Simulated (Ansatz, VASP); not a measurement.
**Two plane-wave programs on Eu**

```
Eu
1.0
    -2.22747    2.22747    2.22747
     2.22747   -2.22747    2.22747
     2.22747    2.22747   -2.22747
Eu
1
Direct
  0.00000 0.00000 0.00000
```

Alike in both runs: task single point; functional r2SCAN; k mesh 10 × 10 × 10; occupations fermi-dirac, width 1 eV; collinear spin.

```csv
,VASP,Ansatz
version,VASP 6.6.1,Ansatz 0.2.0
potentials or method,"VASP PAW PBE potentials, release 64 (Eu), cutoff 520 eV","plane waves (500 eV) with PAW, scalar-relativistic"
valence electrons in the cell,17,17
```

VASP gave:

- pressure (GPa): 0.3
- net moment per atom (μB): 6.66
- size of the moment on the site where the two differ most (μB): 6.06

Question: Estimate Ansatz's values.

Answer: Pressure (GPa): 0.4; net moment per atom (μB): 6.64; size of the moment on the site where the two differ most (μB): 6.43.

VASP's potentials were made for PBE, not for r2SCAN. Site moments also hang on the region over which each program counts them. The functional is the same, so the differences come from potentials, cutoffs and numerics. Ansatz's warnings: stability check not made.

Neither program's run includes spin-orbit coupling.
